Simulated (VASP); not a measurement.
# Be (P6_3/mmc) in VASP: further runs

Runs on Be. Level: PBE. Tasks: relaxation of cell and atoms, single point.

All numbers are computed with VASP 6.6.1; they aren't measurements. Logs are shortened: lines on timing, memory, paths and dates and some standing lists are left out, and cuts for length are marked.

**1. The cell of the first run**

Symmetry: P6_3/mmc, No. 194, hexagonal system. Conventional cell: a = 2.257 Å, b = 2.257 Å, c = 7.178 Å, α = 90.00°, β = 90.00°, γ = 120.00°. Within 2.9 Å of Be (site symmetry -6m2) lie 12 Be at 2.22 to 2.26 Å. Within 2.9 Å of Be (site symmetry -3m) lie 12 Be at 2.22 to 2.26 Å.

**2. Relaxation of cell and atoms, PBE**

INCAR

```
PREC = Accurate ; ENCUT = 600
EDIFF = 1E-6 ; ISMEAR = 0
SIGMA = 0.1 ; LREAL = F
LASPH = T ; NELM = 100
ALGO = Normal ; ISIF = 3
LWAVE = F ; LCHARG = F
GGA = PE ; IBRION = 2
NSW = 100 ; EDIFFG = -0.01
```

KPOINTS

```
regular mesh
0
Gamma
  24 24 8
```

POSCAR

```
Be
1.0
    2.2568836510      0.0000000000      0.0000000000
   -1.1284418255      1.9545185752      0.0000000000
    0.0000000000      0.0000000000      7.1778085976
Be
4
Direct
    0.6666666667      0.3333333333      0.7500000000
    0.3333333333      0.6666666667      0.2500000000
    0.0000000000      0.0000000000      0.0000000000
    0.0000000000      0.0000000000      0.5000000000
```

Potentials or basis: VASP PAW PBE potentials, release 64 (Be).

On the command line:

```sh
$ cat potpaw_PBE.64/Be/POTCAR > POTCAR
$ mpirun -np 1 vasp_std > vasp.out
```

OUTCAR:

```text
PREC = Accurate
   ENCUT = 600
   EDIFF = 1E-6
   ISMEAR = 0
   LREAL = F
   LASPH = T
   NELM = 100
   ISIF = 3
   GGA = PE
   IBRION = 2
   NSW = 100
   EDIFFG = -0.01

 ion  position               nearest neighbor table
   1  0.667  0.333  0.750-   3 2.22   4 2.22   3 2.22   4 2.22   3 2.22   4 2.22
   2  0.333  0.667  0.250-   3 2.22   4 2.22   3 2.22   4 2.22   3 2.22   4 2.22
   3  0.000  0.000  0.000-   1 2.22   2 2.22   1 2.22   2 2.22   1 2.22   2 2.22
   4  0.000  0.000  0.500-   1 2.22   2 2.22   1 2.22   2 2.22   1 2.22   2 2.22

  LATTYP: Found a hexagonal cell.
 ALAT       =     2.2568836510
 C/A-ratio  =     3.1804070159

  Lattice vectors:

 A1 = (   2.2568836510,   0.0000000000,   0.0000000000)
 A2 = (  -1.1284418255,   1.9545185752,   0.0000000000)
 A3 = (   0.0000000000,   0.0000000000,   7.1778085976)

Analysis of symmetry for initial positions (statically):
=====================================================================
 Subroutine PRICEL returns:
 Original cell was already a primitive cell.

 Routine SETGRP: Setting up the symmetry group for a
 hexagonal supercell.

 Subroutine GETGRP returns: Found 24 space group operations
 (whereof 12 operations were pure point group operations)
 out of a pool of 24 trial point group operations.

The static configuration has the point symmetry D_3d.
 The point group associated with its full space group is D_6h.

Analysis of symmetry for dynamics (positions and initial velocities):
=====================================================================
 Subroutine PRICEL returns:
 Original cell was already a primitive cell.

 Routine SETGRP: Setting up the symmetry group for a
 hexagonal supercell.

 Subroutine GETGRP returns: Found 24 space group operations
 (whereof 12 operations were pure point group operations)
 out of a pool of 24 trial point group operations.

The dynamic configuration has the point symmetry D_3d.
 The point group associated with its full space group is D_6h.

 Subroutine INISYM returns: Found 24 space group operations
 (whereof 12 operations are pure point group operations),
 and found     1 'primitive' translations

----------------------------------------------------------------------------------------

[... 162 lines left out ...]
      direct lattice vectors                 reciprocal lattice vectors
     2.256883651  0.000000000  0.000000000     0.443088858  0.255817472  0.000000000
    -1.128441825  1.954518575  0.000000000     0.000000000  0.511634943  0.000000000
     0.000000000  0.000000000  7.177808598     0.000000000  0.000000000  0.139318287

 POSITION                                       TOTAL-FORCE (eV/Angst)
 -----------------------------------------------------------------------------------
      1.12844      0.65151      5.38336         0.000000     -0.000000      0.000000
     -0.00000      1.30301      1.79445        -0.000000      0.000000      0.000000
      0.00000      0.00000      0.00000         0.000000      0.000000     -0.000000
      0.00000      0.00000      3.58890         0.000000      0.000000     -0.000000
 -----------------------------------------------------------------------------------
    total drift:                               -0.000000      0.000000     -0.000000

  FREE ENERGIE OF THE ION-ELECTRON SYSTEM (eV)
  ---------------------------------------------------
  free  energy   TOTEN  =       -14.9408154179 eV

  energy  without entropy=      -14.9391836778  energy(sigma->0) =      -14.93999955

--------------------------------------- Ionic step        2  -------------------------------------------

 number of electron       8.0000000 magnetization

 Free energy of the ion-electron system (eV)
  ---------------------------------------------------
  ext. energy  EPLUGINS =         0.00000000
  ---------------------------------------------------
  free energy    TOTEN  =       -14.94085357 eV

  energy without entropy =      -14.93920978  energy(sigma->0) =      -14.94003167

 E-fermi :   7.1331     XC(G=0): -10.6051

 val. band max:        7.1318165882   @ k =   0.2917   0.2083   0.1250
 cond. band min:       7.1651727635   @ k =   0.3333   0.0417   0.0000
 fundamental gap:      0.0333561752
 Fermi energy:         7.1331247523

 k-point     1 :       0.0000    0.0000    0.0000
  band No.  band energies     occupation
      1      -4.3297      2.00000
      2      -2.2122      2.00000
      3      -2.1821      2.00000
      4       2.4751      2.00000
      5       7.9434      0.00000
      6      17.4005      0.00000
      7      17.4019      0.00000
      8      23.3284      0.00000
[... 243 lines left out ...]
 k-point    24 :       0.4583    0.0417    0.0000
  band No.  band energies     occupation
      1       1.9743      2.00000
      2       3.1432      2.00000
      3       3.3932      2.00000
      4       4.4951      2.00000
      5       8.3772      0.00000
      6       8.4338      0.00000
      7      11.1019      0.00000
      8      13.3839      0.00000

 [... further k-points ...]

------------------------ aborting loop because EDIFF is reached ----------------------------------------

  FORCE on cell =-STRESS in cart. coord.  units (eV):
  Direction    XX          YY          ZZ          XY          YZ          ZX
  --------------------------------------------------------------------------------------
  -------------------------------------------------------------------------------------
  Total       -0.0081647     -0.0081647      0.0051846      0.0000000     -0.0000000      0.0000000
  in kB       -0.4133434     -0.4133434      0.2624745      0.0000000     -0.0000000      0.0000000
  external PRESSURE =      -0.1880707 kB  Pullay stress =       0.0000000 kB

 VOLUME and BASIS-vectors are now :
 -----------------------------------------------------------------------------
  energy-cutoff  :      600.00
  volume of cell :       31.65
      direct lattice vectors                 reciprocal lattice vectors
     2.255755388  0.000000000  0.000000000     0.443310478  0.255945424  0.000000000
    -1.127877694  1.953541471  0.000000000     0.000000000  0.511890848  0.000000000
     0.000000000 -0.000000000  7.181691048     0.000000000 -0.000000000  0.139242971

 POSITION                                       TOTAL-FORCE (eV/Angst)
 -----------------------------------------------------------------------------------
      1.12788      0.65118      5.38627        -0.000000     -0.000000      0.000000
     -0.00000      1.30236      1.79542         0.000000      0.000000     -0.000000
      0.00000     -0.00000      7.18169        -0.000000     -0.000000     -0.000000
      0.00000     -0.00000      3.59085        -0.000000     -0.000000     -0.000000
 -----------------------------------------------------------------------------------
    total drift:                               -0.000000      0.000000     -0.000000

  FREE ENERGIE OF THE ION-ELECTRON SYSTEM (eV)
  ---------------------------------------------------
  free  energy   TOTEN  =       -14.9408535671 eV

  energy  without entropy=      -14.9392097750  energy(sigma->0) =      -14.94003167

 reached required accuracy - stopping structural energy minimisation
```

Wall time 35 s (1 thread of Intel Xeon 6975P-C (Granite Rapids), shared host); peak memory 0.21 GiB.

What came out:

- Free energy: -14.9409 eV
- Relaxed volume: 7.91 Å³/atom
- Relaxed cell: a = 2.256 Å, b = 2.256 Å, c = 7.182 Å, α = 90.00°, β = 90.00°, γ = 120.00°
- Space group after relaxing (to 0.1 Å): P6_3/mmc (No. 194)
- Energy gained by relaxing: 0.0 meV/atom
- Ionic steps: 2
- Pressure after relaxing: 0.0 GPa
- Band gap on the k mesh: zero (bands 4 and 5 overlap by 1.59 eV)

Final structure:
```
Be
1.0
     2.25576    0.00000    0.00000
    -1.12788    1.95354    0.00000
     0.00000    0.00000    7.18169
Be
4
Direct
  0.66667 0.33333 0.75000
  0.33333 0.66667 0.25000
  0.00000 0.00000 0.00000
  0.00000 0.00000 0.50000
```

**3. Single point, PBE**

INCAR

```
SYSTEM = Be
ALGO = Normal
EDIFF = 1E-6
ENCUT = 520
GGA = PE
ISIF = 2
ISMEAR = 0
LASPH = .True.
LCHARG = .False.
LREAL = .False.
LWAVE = .False.
NBANDS = 12
NELM = 80
PREC = Accurate
SIGMA = 0.1
```

KPOINTS

```
k-points
0
Gamma
  21 21 6
  0 0 0
```

POSCAR

```
Be
1.0
    2.2540790322      0.0000000000      0.0000000000
   -1.1270395161      1.9520897041      0.0000000000
    0.0000000000      0.0000000000      7.1821242152
Be
4
Direct
    0.0000000000      0.0000000000      0.0000000000
    0.0000000000      0.0000000000      0.5000000000
    0.3333333333      0.6666666667      0.7500000000
    0.6666666667      0.3333333333      0.2500000000
```

Potentials or basis: VASP PAW PBE potentials, release 64 (Be).

On the command line:

```sh
$ cat potpaw_PBE.64/Be/POTCAR > POTCAR
$ mpirun -np 1 vasp_std > vasp.out
```

OUTCAR:

```text
SYSTEM = Be
   EDIFF = 1E-6
   ENCUT = 520
   GGA = PE
   ISIF = 2
   ISMEAR = 0
   LASPH = .True.
   LREAL = .False.
   NELM = 80
   PREC = Accurate

 ion  position               nearest neighbor table
   1  0.000  0.000  0.000-   3 2.22   4 2.22   4 2.22   3 2.22   4 2.22   3 2.22
   2  0.000  0.000  0.500-   3 2.22   4 2.22   4 2.22   3 2.22   4 2.22   3 2.22
   3  0.333  0.667  0.750-   1 2.22   2 2.22   1 2.22   2 2.22   1 2.22   2 2.22
   4  0.667  0.333  0.250-   1 2.22   2 2.22   1 2.22   2 2.22   1 2.22   2 2.22

  LATTYP: Found a hexagonal cell.
 ALAT       =     2.2540790322
 C/A-ratio  =     3.1862787917

  Lattice vectors:

 A1 = (   2.2540790322,   0.0000000000,   0.0000000000)
 A2 = (  -1.1270395161,   1.9520897041,   0.0000000000)
 A3 = (   0.0000000000,   0.0000000000,   7.1821242152)

Analysis of symmetry for initial positions (statically):
=====================================================================
 Subroutine PRICEL returns:
 Original cell was already a primitive cell.

 Routine SETGRP: Setting up the symmetry group for a
 hexagonal supercell.
[... 190 lines left out ...]
      8      23.3746      0.00000
      9      23.3746      0.00000
     10      24.5380      0.00000
     11      24.5381      0.00000
     12      24.8587      0.00000
[... 331 lines left out ...]
 k-point    24 :       0.1905    0.0952    0.0000
  band No.  band energies     occupation
      1      -2.4817      2.00000
      2      -0.3458      2.00000
      3      -0.3146      2.00000
      4       4.8685      2.00000
      5       8.3384      0.00000
      6      14.8062      0.00000
      7      16.4367      0.00000
      8      16.8231      0.00000
      9      17.9374      0.00000
     10      18.5020      0.00000
     11      19.2710      0.00000
     12      20.1942      0.00000

 [... further k-points ...]

------------------------ aborting loop because EDIFF is reached ----------------------------------------

  FORCE on cell =-STRESS in cart. coord.  units (eV):
  Direction    XX          YY          ZZ          XY          YZ          ZX
  --------------------------------------------------------------------------------------
  -------------------------------------------------------------------------------------
  Total        0.0229566      0.0229566      0.0404765      0.0000000      0.0000000      0.0000000
  in kB        1.1638503      1.1638503      2.0520671      0.0000000      0.0000000      0.0000000
  external PRESSURE =       1.4599226 kB  Pullay stress =       0.0000000 kB

 VOLUME and BASIS-vectors are now :
 -----------------------------------------------------------------------------
  energy-cutoff  :      520.00
  volume of cell :       31.60
      direct lattice vectors                 reciprocal lattice vectors
     2.254079032  0.000000000  0.000000000     0.443640168  0.256135770  0.000000000
    -1.127039516  1.952089704  0.000000000     0.000000000  0.512271541  0.000000000
     0.000000000  0.000000000  7.182124215     0.000000000  0.000000000  0.139234573

 POSITION                                       TOTAL-FORCE (eV/Angst)
 -----------------------------------------------------------------------------------
      0.00000      0.00000      0.00000         0.000000      0.000000      0.000000
      0.00000      0.00000      3.59106        -0.000000      0.000000      0.000000
     -0.00000      1.30139      5.38659        -0.000000      0.000000     -0.000000
      1.12704      0.65070      1.79553         0.000000     -0.000000      0.000000
 -----------------------------------------------------------------------------------
    total drift:                               -0.000000      0.000000     -0.000000

  FREE ENERGIE OF THE ION-ELECTRON SYSTEM (eV)
  ---------------------------------------------------
  free  energy   TOTEN  =       -14.9386681941 eV

  energy  without entropy=      -14.9368277270  energy(sigma->0) =      -14.93774796
```

OSZICAR:

```text
N       E                     dE             d eps       ncg     rms          rms(c)
DAV:   1     0.160636217790E+01    0.16064E+01   -0.35730E+03  4608   0.564E+02
DAV:   2    -0.146329496623E+02   -0.16239E+02   -0.15380E+02  6044   0.103E+02
DAV:   3    -0.150629604162E+02   -0.43001E+00   -0.42559E+00  6792   0.117E+01
DAV:   4    -0.150643351420E+02   -0.13747E-02   -0.13743E-02  5516   0.693E-01
DAV:   5    -0.150643392989E+02   -0.41568E-05   -0.41575E-05  6416   0.361E-02    0.166E+00
DAV:   6    -0.149742693753E+02    0.90070E-01   -0.11661E-02  5232   0.116E+00    0.102E+00
DAV:   7    -0.149387499982E+02    0.35519E-01   -0.12415E-02  5164   0.121E+00    0.388E-02
DAV:   8    -0.149386683189E+02    0.81679E-04   -0.16243E-04  6052   0.754E-02    0.143E-02
DAV:   9    -0.149386669328E+02    0.13861E-05   -0.44595E-06  6008   0.141E-02    0.869E-03
DAV:  10    -0.149386679525E+02   -0.10197E-05   -0.28975E-06  6376   0.124E-02    0.707E-04
DAV:  11    -0.149386681941E+02   -0.24160E-06   -0.91274E-08  3300   0.173E-03
   1 F= -.14938668E+02 E0= -.14937748E+02  d E =-.184047E-02
```

stdout:

```text
POSCAR found type information on POSCAR Be
 POSCAR found :  1 types and       4 ions
 scaLAPACK will be used
 LDA part: xc-table for (Slater+PW92), standard interpolation
 POSCAR, INCAR and KPOINTS ok, starting setup
 FFT: planning ... GRIDC
 FFT: planning ... GRID_SOFT
 FFT: planning ... GRID
 WAVECAR not read
 entering main loop
```

It took 31 s on 1 thread of Intel Xeon Platinum 8488C (Sapphire Rapids), shared host; peak memory 0.18 GiB.

What came out:

```
Free energy            : -14.9387 eV
Pressure               : 0.1 GPa
Band gap on the k mesh : zero (bands 4 and 5 overlap by 1.62 eV)
```

Stress tensor (GPa, compression positive):
```
0.12 0.00 0.00
0.00 0.12 0.00
0.00 0.00 0.21
```

Levels at points of the mesh, in eV from the Fermi level:
| k point | band 1 | band 2 | band 3 | band 4 | band 5 | band 6 | band 7 | band 8 |
| --- | --- | --- | --- | --- | --- | --- | --- | --- |
| (0.00, 0.00, 0.00) | -11.52 | -9.40 | -9.37 | -4.72 | 0.75 | 10.21 | 10.21 | 16.18 |
| (0.00, 0.00, 0.50) | -10.99 | -10.99 | -6.84 | -6.84 | 4.10 | 4.10 | 16.55 | 16.55 |

**4. Single point, PBE**

This run uses another cell than the first one: it holds 8 atoms, not 4.

INCAR

```
ALGO     = Normal         # electronic algorithm
EDIFF    = 1E-6           # SCF threshold, eV
ENCUT    = 520            # plane-wave cutoff, eV
GGA      = PE             # functional
ISIF     = 2              # what is computed and relaxed
ISMEAR   = 0              # smearing method
LASPH    = T              # aspherical terms in the spheres
LCHARG   = F              # write CHGCAR
LREAL    = F              # projectors in reciprocal space
LWAVE    = F              # write WAVECAR
NBANDS   = 18             # bands
NELM     = 100            # most SCF steps
PREC     = Accurate       # precision mode
SIGMA    = 0.1            # smearing width, eV
```

KPOINTS

```
k-points
0
Gamma
  10 6 4
```

POSCAR

```
Be
1.0
    1.1270395161     -1.9520897041      0.0000000000
   -3.3811185484     -1.9520897040      0.0000000000
    0.0000000000      0.0000000000     -7.1821242152
Be
8
Direct
    0.5000000000      0.5000000000      1.0000000000
    0.0000000000      0.0000000000      1.0000000000
    0.5000000000      0.5000000000      0.5000000000
    0.0000000000      0.0000000000      0.5000000000
    0.5000000000      0.8333333333      0.2500000000
    1.0000000000      0.3333333333      0.2500000000
    0.0000000000      0.6666666667      0.7500000000
    0.5000000000      0.1666666667      0.7500000000
```

On the command line:

```sh
$ cat potpaw_PBE.64/Be/POTCAR > POTCAR
$ mpirun -np 1 vasp_std > vasp.out
```

Run time: 37 s. Hardware: 1 thread of Intel Xeon Platinum 8488C (Sapphire Rapids), shared host; peak memory 0.2 GiB.

Results (log left out):

| Item | Value |
| --- | --- |
| Free energy | -29.8567 eV |
| Pressure | 0.2 GPa |
| Largest force | 0.018 eV/Å |
| Band gap on the k mesh | zero (bands 8 and 9 overlap by 1.42 eV) |

Forces on the atoms (eV/Å):
```
Be   0.000  0.000  0.000
Be   0.000  0.000  0.000
Be   0.000  0.000  0.000
Be   0.000  0.000  0.000
Be  -0.016 -0.009  0.000
Be  -0.016 -0.009  0.000
Be   0.016  0.009  0.000
Be   0.016  0.009  0.000
```

Stress tensor (GPa, compression positive):
```
 0.34 -0.61  0.00
-0.61  1.04  0.00
 0.00  0.00 -0.83
```

Levels at points of the mesh, in eV from the Fermi level:
| k point | band 6 | band 7 | band 8 | band 9 | band 10 | band 11 |
| --- | --- | --- | --- | --- | --- | --- |
| (0.00, 0.00, 0.00) | -4.01 | -3.67 | -2.72 | 0.85 | 1.23 | 1.25 |
| (0.50, 0.00, 0.00) | -3.95 | 0.90 | 0.90 | 1.92 | 1.92 | 1.94 |
| (0.00, 0.50, 0.00) | -7.44 | -2.26 | -2.26 | 1.14 | 1.14 | 7.36 |
| (0.50, 0.50, 0.00) | -3.67 | -2.72 | -2.72 | 1.23 | 1.23 | 1.25 |
| (0.00, 0.00, 0.50) | -4.65 | -3.07 | -3.07 | 1.72 | 1.72 | 3.69 |
| (0.50, 0.00, 0.50) | -1.53 | -1.53 | -1.53 | 2.38 | 2.38 | 2.38 |
| (0.00, 0.50, 0.50) | -4.80 | -4.80 | -4.80 | 4.54 | 4.54 | 4.54 |
| (0.50, 0.50, 0.50) | -3.07 | -3.07 | -3.07 | 1.72 | 1.72 | 1.72 |

**5. The runs side by side**

| task | cell | k mesh | cutoff (eV) | gap on the mesh (eV) | pressure (GPa) |
| --- | --- | --- | --- | --- | --- |
| relaxation of cell and atoms | relaxed from a = 2.257, b = 2.257, c = 7.178 Å, angles 90.0, 90.0, 120.0°, 4 atoms, atomic positions A | 24 × 24 × 8 | 600 | none | 0.0 |
| single point | a = 2.254, b = 2.254, c = 7.182 Å, angles 90.0, 90.0, 120.0°, 4 atoms, atomic positions A | 21 × 21 × 6 | 520 | none | 0.1 |
| single point | a = 2.254, b = 3.904, c = 7.182 Å, 8 atoms, atomic positions B | 10 × 6 × 4 | 520 | none | 0.2 |

Alike in all rows: level PBE; potentials or basis VASP PAW PBE potentials, release 64 (Be); no spin polarisation; smearing gaussian 0.1 eV.

Total energies depend on the potentials used, so only differences within one code and one set of settings carry meaning.
